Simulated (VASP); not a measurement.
# Ca2Cl (R-3m) in VASP: notebook

Runs on Ca2Cl. Level: PBE. Tasks: single point, relaxation of cell and atoms.

All numbers are computed with VASP 6.6.1; they aren't measurements. Logs are shortened: lines on timing, memory, paths and dates and some standing lists are left out, and cuts for length are marked.

## Step 1: The cell of the first run

Symmetry: R-3m, No. 166, trigonal system. Conventional cell: a = 11.008 Å, b = 11.008 Å, c = 9.431 Å, α = 90.00°, β = 90.00°, γ = 120.00°. Ca (site symmetry m) has 3 Cl at 2.88 to 3.13 Å and 1 Ca at 3.65 Å within 3.8 Å. Cl (site symmetry 2/m) has 6 Ca at 2.88 to 3.13 Å within 3.8 Å.

## Step 2: Single point, PBE

The input, INCAR:

```
SYSTEM = Ca2Cl
  PREC = Accurate
  ENCUT = 520
  EDIFF = 1E-6
  ISMEAR = 0
  SIGMA = 0.1
  LREAL = .False.
  LASPH = .True.
  NELM = 80
  ALGO = Normal
  ISIF = 2
  LWAVE = .False.
  LCHARG = .False.
  GGA = PE
  NBANDS = 50
```

The input, KPOINTS:

```
regular mesh
0
Gamma
  3 3 3
  0 0 0
```

The input, POSCAR:

```
Ca2Cl
1.0
    5.5039839002      3.1777265864      3.1437035927
   -5.5039839002      3.1777265864      3.1437035927
    0.0000000000     -6.3554531728      3.1437035927
Ca Cl
6 3
Direct
    0.2158985379      0.6004045901      0.2158985379
    0.2158985379      0.2158985379      0.6004045901
    0.6004045901      0.2158985379      0.2158985379
    0.7841014621      0.3995954099      0.7841014621
    0.3995954099      0.7841014621      0.7841014621
    0.7841014621      0.7841014621      0.3995954099
    0.5000000000      0.5000000000      0.0000000000
    0.0000000000      0.5000000000      0.5000000000
    0.5000000000      0.0000000000      0.5000000000
```

Potentials or basis: VASP PAW PBE potentials, release 64 (Ca_sv, Cl).

On the command line:

```
> cat potpaw_PBE.64/Ca_sv/POTCAR potpaw_PBE.64/Cl/POTCAR > POTCAR
> mpirun -np 1 vasp_std > vasp.out
```

OUTCAR:

```text
SYSTEM = Ca2Cl
   PREC = Accurate
   ENCUT = 520
   EDIFF = 1E-6
   ISMEAR = 0
   LREAL = .False.
   LASPH = .True.
   NELM = 80
   ISIF = 2
   GGA = PE

 ion  position               nearest neighbor table
   1  0.216  0.600  0.216-   7 2.88   8 2.88
   2  0.216  0.216  0.600-   8 2.88   9 2.88
   3  0.600  0.216  0.216-   7 2.88   9 2.88
   4  0.784  0.400  0.784-   7 2.88   8 2.88
   5  0.400  0.784  0.784-   7 2.88   9 2.88
   6  0.784  0.784  0.400-   8 2.88   9 2.88
   7  0.500  0.500  0.000-   1 2.88   3 2.88   4 2.88   5 2.88
   8  0.000  0.500  0.500-   2 2.88   6 2.88   4 2.88   1 2.88
   9  0.500  0.000  0.500-   2 2.88   6 2.88   5 2.88   3 2.88

  LATTYP: Found a trigonal (rhomboedric) cell.
 ALAT       =     7.0904624187
 COS(alpha) =    -0.2051335760

  Lattice vectors:

 A1 = (   5.5039839002,   3.1777265864,   3.1437035927)
 A2 = (  -5.5039839002,   3.1777265864,   3.1437035927)
 A3 = (   0.0000000000,  -6.3554531728,   3.1437035927)

Analysis of symmetry for initial positions (statically):
=====================================================================
 Subroutine PRICEL returns:
 Original cell was already a primitive cell.

 Routine SETGRP: Setting up the symmetry group for a
 trigonal (rhombohedral) supercell.

 Subroutine GETGRP returns: Found 12 space group operations
 (whereof 12 operations were pure point group operations)
 out of a pool of 12 trial point group operations.

The static configuration has the point symmetry D_3d.

Analysis of symmetry for dynamics (positions and initial velocities):
=====================================================================
 Subroutine PRICEL returns:
 Original cell was already a primitive cell.

 Routine SETGRP: Setting up the symmetry group for a
 trigonal (rhombohedral) supercell.

 Subroutine GETGRP returns: Found 12 space group operations
 (whereof 12 operations were pure point group operations)
 out of a pool of 12 trial point group operations.

The dynamic configuration has the point symmetry D_3d.

 Subroutine INISYM returns: Found 12 space group operations
 (whereof 12 operations are pure point group operations),
 and found     1 'primitive' translations

----------------------------------------------------------------------------------------

                                     Primitive cell

  volume of cell :     329.9032

  direct lattice vectors                    reciprocal lattice vectors
     5.503983900  3.177726586  3.143703593     0.090843289  0.052448397  0.106032049
    -5.503983900  3.177726586  3.143703593    -0.090843289  0.052448397  0.106032049
     0.000000000 -6.355453173  3.143703593     0.000000000 -0.104896795  0.106032049

  length of vectors
     7.090462419  7.090462419  7.090462419     0.149151376  0.149151376  0.149151376

  position of ions in fractional coordinates (direct lattice)
     0.215898538  0.600404590  0.215898538
     0.215898538  0.215898538  0.600404590
     0.600404590  0.215898538  0.215898538
     0.784101462  0.399595410  0.784101462
     0.399595410  0.784101462  0.784101462
     0.784101462  0.784101462  0.399595410
     0.500000000  0.500000000  0.000000000
     0.000000000  0.500000000  0.500000000
     0.500000000  0.000000000  0.500000000

  ion indices of the primitive-cell ions
   primitive index   ion index
                 1           1
                 2           2
                 3           3
                 4           4
                 5           5
                 6           6
                 7           7
                 8           8
                 9           9

----------------------------------------------------------------------------------------

 KPOINTS: regular mesh

Automatic generation of k-mesh.
 Grid dimensions read from file:
 generate k-points for:    3    3    3

 Generating k-lattice:

  Cartesian coordinates                     Fractional coordinates (reciprocal lattice)
     0.030281096  0.017482799  0.035344016     0.333333333  0.000000000 -0.000000000
[... 52 lines left out ...]
 Fermi energy:         2.8946280357

 k-point     1 :       0.0000    0.0000    0.0000
  band No.  band energies     occupation
      1     -39.7459      2.00000
      2     -39.7359      2.00000
      3     -39.7359      2.00000
      4     -39.7355      2.00000
      5     -39.7355      2.00000
      6     -39.7294      2.00000
[... 42 lines left out ...]
     49       4.1887      0.00000
     50       4.5545      0.00000

 k-point     2 :       0.3333   -0.0000    0.0000
  band No.  band energies     occupation
      1     -39.7436      2.00000
      2     -39.7390      2.00000
      3     -39.7384      2.00000
      4     -39.7333      2.00000
      5     -39.7331      2.00000
      6     -39.7308      2.00000
[... 42 lines left out ...]
     49       4.1885      0.00000
     50       4.2375      0.00000

 k-point     3 :       0.3333    0.3333    0.0000
  band No.  band energies     occupation
      1     -39.7407      2.00000
      2     -39.7406      2.00000
      3     -39.7392      2.00000
      4     -39.7339      2.00000
      5     -39.7325      2.00000
      6     -39.7314      2.00000
[... 42 lines left out ...]
     49       4.1014      0.00000
     50       4.5780      0.00000

 k-point     4 :      -0.3333    0.3333    0.0000
  band No.  band energies     occupation
      1     -39.7433      2.00000
      2     -39.7379      2.00000
      3     -39.7362      2.00000
      4     -39.7361      2.00000
      5     -39.7345      2.00000
      6     -39.7303      2.00000
[... 42 lines left out ...]
     49       4.3566      0.00000
     50       4.6293      0.00000

 k-point     5 :       0.3333    0.3333    0.3333
  band No.  band energies     occupation
      1     -39.7400      2.00000
      2     -39.7400      2.00000
      3     -39.7379      2.00000
      4     -39.7361      2.00000
      5     -39.7321      2.00000
      6     -39.7321      2.00000
[... 42 lines left out ...]
     49       4.1800      0.00000
     50       4.5256      0.00000

 k-point     6 :      -0.3333    0.3333    0.3333
  band No.  band energies     occupation
      1     -39.7414      2.00000
      2     -39.7391      2.00000
      3     -39.7378      2.00000
      4     -39.7343      2.00000
      5     -39.7335      2.00000
      6     -39.7321      2.00000
[... 42 lines left out ...]
     49       4.1885      0.00000
     50       4.3598      0.00000

------------------------ aborting loop because EDIFF is reached ----------------------------------------

  FORCE on cell =-STRESS in cart. coord.  units (eV):
  Direction    XX          YY          ZZ          XY          YZ          ZX
  --------------------------------------------------------------------------------------
  -------------------------------------------------------------------------------------
  Total        0.2712312      0.2712312      0.1755570      0.0000000      0.0000000      0.0000000
  in kB        1.3172366      1.3172366      0.8525939      0.0000000      0.0000000      0.0000000
  external PRESSURE =       1.1623557 kB  Pullay stress =       0.0000000 kB

 VOLUME and BASIS-vectors are now :
 -----------------------------------------------------------------------------
  energy-cutoff  :      520.00
  volume of cell :      329.90
      direct lattice vectors                 reciprocal lattice vectors
     5.503983900  3.177726586  3.143703593     0.090843289  0.052448397  0.106032049
    -5.503983900  3.177726586  3.143703593    -0.090843289  0.052448397  0.106032049
     0.000000000 -6.355453173  3.143703593     0.000000000 -0.104896795  0.106032049

 POSITION                                       TOTAL-FORCE (eV/Angst)
 -----------------------------------------------------------------------------------
     -2.11632      1.22186      3.24494         0.003952     -0.002282      0.016265
      0.00000     -2.44371      3.24494         0.000000      0.004563      0.016265
      2.11632      1.22186      3.24494        -0.003952     -0.002282      0.016265
      2.11632     -1.22186      6.18617        -0.003952      0.002282     -0.016265
     -2.11632     -1.22186      6.18617         0.003952      0.002282     -0.016265
      0.00000      2.44371      6.18617         0.000000     -0.004563     -0.016265
      0.00000      3.17773      3.14370         0.000000      0.000000     -0.000000
     -2.75199     -1.58886      3.14370         0.000000      0.000000     -0.000000
      2.75199     -1.58886      3.14370         0.000000      0.000000     -0.000000
 -----------------------------------------------------------------------------------
    total drift:                               -0.000000     -0.000000      0.000000

  FREE ENERGIE OF THE ION-ELECTRON SYSTEM (eV)
  ---------------------------------------------------
  free  energy   TOTEN  =       -24.0423253144 eV

  energy  without entropy=      -24.0017204844  energy(sigma->0) =      -24.02202290
```

Run time: 3.3 min. Hardware: 1 thread of Intel Xeon 8259CL, shared host; peak memory 0.4 GiB.

What came out:

```yaml
Free_energy: -24.0423 eV
Pressure: 0.1 GPa
Largest_force: 0.017 eV/Å
```

Forces on the atoms (eV/Å):
```
Ca   0.004 -0.002  0.016
Ca   0.000  0.005  0.016
Ca  -0.004 -0.002  0.016
Ca  -0.004  0.002 -0.016
Ca   0.004  0.002 -0.016
Ca   0.000 -0.005 -0.016
Cl   0.000  0.000  0.000
Cl   0.000  0.000  0.000
Cl   0.000  0.000  0.000
```

Levels at points of the mesh, in eV from the Fermi level:
```tsv
k point	band 38	band 39	band 40	band 41	band 42	band 43
(0.00, 0.00, 0.00)	-0.80	-0.39	-0.39	0.29	0.58	0.58
```

Caveat: an odd number of electrons without spin polarisation forces a metal; a magnetic or distorted state may lie lower.

## Step 3: Single point, PBE

This run uses another cell than the first one, of 31.36 Å³/atom, 0.855 times its volume.

The input, INCAR:

```
SYSTEM = Ca2Cl
ALGO = Normal
EDIFF = 1E-6
ENCUT = 520
GGA = PE
ISIF = 2
ISMEAR = 0
LASPH = .TRUE.
LCHARG = .FALSE.
LREAL = .FALSE.
LWAVE = .FALSE.
NBANDS = 50
NELM = 60
PREC = Accurate
SIGMA = 0.1
```

The input, KPOINTS:

```
k-points
0
G
  3 3 3
  0 0 0
```

The input, POSCAR:

```
Ca2Cl
1.0
    5.1948630700      2.9992555900      3.0190084000
   -5.1948630700      2.9992555900      3.0190084000
    0.0000000000     -5.9985111800      3.0190084000
Ca Cl
6 3
Direct
    0.2273139000      0.6366301800      0.2273139000
    0.2273139000      0.2273139000      0.6366301800
    0.6366301800      0.2273139000      0.2273139000
    0.7726861000      0.3633698200      0.7726861000
    0.3633698200      0.7726861000      0.7726861000
    0.7726861000      0.7726861000      0.3633698200
    0.5000000000      0.5000000000      0.0000000000
    0.0000000000      0.5000000000      0.5000000000
    0.5000000000      0.0000000000      0.5000000000
```

Potentials or basis: VASP PAW PBE potentials, release 64 (Ca_sv, Cl).

On the command line:

```
> cat potpaw_PBE.64/Ca_sv/POTCAR potpaw_PBE.64/Cl/POTCAR > POTCAR
> mpirun -np 1 vasp_std > vasp.out
```

Wall time 3 min (1 thread of Intel Xeon 8259CL, shared host); peak memory 0.36 GiB.

It converged, with:

| Property | Result |
| --- | --- |
| Free energy | -23.3243 eV |
| Pressure | 3.9 GPa |
| Largest force | 0.467 eV/Å |

Forces in eV/Å, atoms in the order of the input:
```
Ca  -0.033  0.019 -0.466
Ca   0.000 -0.038 -0.466
Ca   0.033  0.019 -0.466
Ca   0.033 -0.019  0.466
Ca  -0.033 -0.019  0.466
Ca   0.000  0.038  0.466
Cl   0.000  0.000  0.000
Cl   0.000  0.000  0.000
Cl   0.000  0.000  0.000
```

Stress tensor (GPa, compression positive):
```
3.73 0.00 0.00
0.00 3.73 0.00
0.00 0.00 4.34
```

Levels at points of the mesh, in eV from the Fermi level:
| k point | band 37 | band 38 | band 39 | band 40 | band 41 | band 42 | band 43 | band 44 |
| --- | --- | --- | --- | --- | --- | --- | --- | --- |
| (0.00, 0.00, 0.00) | -2.47 | -0.75 | -0.36 | -0.36 | 0.37 | 0.78 | 0.78 | 0.80 |

Caveat: an odd number of electrons without spin polarisation forces a metal; a magnetic or distorted state may lie lower.

## Step 4: Relaxation of cell and atoms, PBE

This run uses another cell than the first one, of 31.36 Å³/atom, 0.855 times its volume.

The input, INCAR:

```
SYSTEM = Ca2Cl
PREC = Accurate
ENCUT = 600
EDIFF = 1E-6
ISMEAR = 0
SIGMA = 0.1
LREAL = .FALSE.
LASPH = .TRUE.
NELM = 60
ALGO = Normal
ISIF = 3
LWAVE = .FALSE.
LCHARG = .FALSE.
GGA = PE
IBRION = 2
NSW = 90
EDIFFG = -0.04
```

The input, KPOINTS:

```
Automatic mesh
0
G
  3 3 3
  0 0 0
```

POSCAR is that of step 3.

On the command line:

```
> cat potpaw_PBE.64/Ca_sv/POTCAR potpaw_PBE.64/Cl/POTCAR > POTCAR
> mpirun -np 1 vasp_std > vasp.out
```

It took 34 min on 1 thread of Intel Xeon 8259CL, shared host; peak memory 0.46 GiB.

It converged, with:

```
Free energy                            : -24.0363 eV
Relaxed volume                         : 36.72 Å³/atom
Relaxed cell                           : a = 7.087 Å, b = 7.087 Å, c = 7.087 Å, α = 101.63°, β = 101.63°, γ = 101.63°
Space group after relaxing (to 0.05 Å) : R-3m (No. 166)
Energy gained by relaxing              : 78.9 meV/atom
Ionic steps                            : 13
Pressure after relaxing                : 0.1 GPa
Largest force after relaxing           : 0.006 eV/Å
```

Forces on the atoms (eV/Å):
```
Ca   0.006 -0.003  0.001
Ca   0.000  0.006  0.001
Ca  -0.006 -0.003  0.001
Ca  -0.006  0.003 -0.001
Ca   0.006  0.003 -0.001
Ca   0.000 -0.006 -0.001
Cl   0.000  0.000  0.000
Cl   0.000  0.000  0.000
Cl   0.000  0.000  0.000
```

Stress tensor (GPa, compression positive):
```
 0.15  0.00  0.00
 0.00  0.15  0.00
 0.00  0.00 -0.04
```

The path:
```tsv
step	energy change (eV)	largest force (eV/Å)	pressure (GPa)	volume (Å³)
1	0.0000	0.4677	3.96	282.23
2	-0.5344	0.2712	0.98	315.11
3	-0.5931	0.2005	-0.25	335.09
4	-0.5943	0.2077	-0.11	332.54
5	-0.6094	0.1859	-0.09	332.01
6	-0.6416	0.1439	-0.01	330.41
7	-0.6373	0.2719	0.21	327.15
8	-0.6520	0.1656	0.08	329.00
9	-0.6709	0.1387	0.01	330.11
10	-0.7025	0.0579	-0.12	333.47
11	-0.7059	0.0282	-0.15	334.80
12	-0.7099	0.0008	0.17	328.96
13	-0.7105	0.0065	0.08	330.45
```

Final structure:
```
Ca Cl
1.0
     5.49348    3.17166    3.16093
    -5.49348    3.17166    3.16093
     0.00000   -6.34333    3.16093
Ca Cl
6 3
Cartesian
  -2.1252 1.2270 3.2748
  0.0000 -2.4540 3.2748
  2.1252 1.2270 3.2748
  2.1252 -1.2270 6.2080
  -2.1252 -1.2270 6.2080
  0.0000 2.4540 6.2080
  0.0000 3.1717 3.1609
  -2.7467 -1.5858 3.1609
  2.7467 -1.5858 3.1609
```

Levels at points of the mesh, in eV from the Fermi level:
```tsv
k point	band 36	band 37	band 38	band 39	band 40	band 41	band 42	band 43	band 44	band 45
(0.00, 0.00, 0.00)	-6.31	-2.68	-0.79	-0.39	-0.39	0.30	0.58	0.58	0.64	0.85
```

Caveat: the volume moved by over 15 % at a fixed basis, so the end points are rough; an odd number of electrons without spin polarisation forces a metal; a magnetic or distorted state may lie lower.

## Step 5: Single point, PBE

The input, INCAR:

```
SYSTEM = Ca2Cl
PREC     = Accurate       ! precision mode
ENCUT    = 520            ! plane-wave cutoff, eV
EDIFF    = 1E-7           ! SCF threshold, eV
ISMEAR   = 0              ! smearing method
SIGMA    = 0.1            ! smearing width, eV
LREAL    = .False.        ! projectors in reciprocal space
LASPH    = .True.         ! aspherical terms in the spheres
NELM     = 80             ! most SCF steps
ALGO     = Normal         ! electronic algorithm
ISIF     = 2              ! what is computed and relaxed
LWAVE    = .False.        ! write WAVECAR
LCHARG   = .False.        ! write CHGCAR
GGA      = PE             ! functional
NBANDS   = 50             ! bands
```

The input, KPOINTS:

```
regular mesh
0
Gamma
  6 6 6
  0 0 0
```

The input, POSCAR:

```
Ca2Cl
1.0
    5.5058397514      3.1787980626      3.1448821344
   -5.5058397514      3.1787980626      3.1448821344
    0.0000000000     -6.3575961252      3.1448821344
Ca Cl
6 3
Direct
    0.2167250374      0.6011021867      0.2167250374
    0.2167250374      0.2167250374      0.6011021867
    0.6011021867      0.2167250374      0.2167250374
    0.7832749626      0.3988978133      0.7832749626
    0.3988978133      0.7832749626      0.7832749626
    0.7832749626      0.7832749626      0.3988978133
    0.5000000000      0.5000000000      0.0000000000
    0.0000000000      0.5000000000      0.5000000000
    0.5000000000      0.0000000000      0.5000000000
```

On the command line:

```
> cat potpaw_PBE.64/Ca_sv/POTCAR potpaw_PBE.64/Cl/POTCAR > POTCAR
> mpirun -np 1 vasp_std > vasp.out
```

Wall time 18 min (1 thread of Intel Xeon 8259CL, shared host); peak memory 0.64 GiB.

Results (log left out):

* Free energy: -24.0460 eV
* Pressure: 0.0 GPa
* Largest force: 0.012 eV/Å

Forces on the atoms (eV/Å):
```
Ca  -0.010  0.006  0.002
Ca   0.000 -0.011  0.002
Ca   0.010  0.006  0.002
Ca   0.010 -0.006 -0.002
Ca  -0.010 -0.006 -0.002
Ca   0.000  0.011 -0.002
Cl   0.000  0.000  0.000
Cl   0.000  0.000  0.000
Cl   0.000  0.000  0.000
```

Levels at points of the mesh, in eV from the Fermi level:
| k point | band 37 | band 38 | band 39 | band 40 | band 41 | band 42 | band 43 | band 44 |
| --- | --- | --- | --- | --- | --- | --- | --- | --- |
| (0.00, 0.00, 0.00) | -2.71 | -0.82 | -0.40 | -0.40 | 0.27 | 0.56 | 0.56 | 0.60 |
| (0.50, 0.00, 0.00) | -1.71 | -1.42 | -0.64 | -0.23 | 0.29 | 0.39 | 0.43 | 0.52 |
| (0.50, 0.50, 0.00) | -1.28 | -1.24 | -0.65 | -0.53 | -0.10 | 0.24 | 0.40 | 0.47 |
| (0.50, 0.50, 0.50) | -0.89 | -0.56 | -0.50 | -0.50 | -0.30 | -0.15 | -0.15 | 0.24 |

Caveat: an odd number of electrons without spin polarisation forces a metal; a magnetic or distorted state may lie lower.

## Step 6: Overview

```tsv
task	cell	k mesh	cutoff (eV)	gap on the mesh (eV)	pressure (GPa)	largest force (eV/Å)
single point	a = 7.090 Å, angles 101.8°, 9 atoms	3 × 3 × 3	520	none	0.1	0.02
single point	a = 6.715 Å, angles 101.4°, 9 atoms	3 × 3 × 3	520	none	3.9	0.47
relaxation of cell and atoms	relaxed from a = 6.715 Å, angles 101.4°, 9 atoms	3 × 3 × 3	600	none	0.1	0.01
single point	a = 7.093 Å, angles 101.8°, 9 atoms	6 × 6 × 6	520	none	0.0	0.01
```

Alike in all rows: level PBE; potentials or basis VASP PAW PBE potentials, release 64 (Ca_sv, Cl); no spin polarisation; smearing gaussian 0.1 eV.

Caveats: an odd number of electrons without spin polarisation forces a metal; a magnetic or distorted state may lie lower; the volume moved by over 15 % at a fixed basis, so the end points are rough (some runs).

Absolute energies hang on the potentials; compare differences alone.
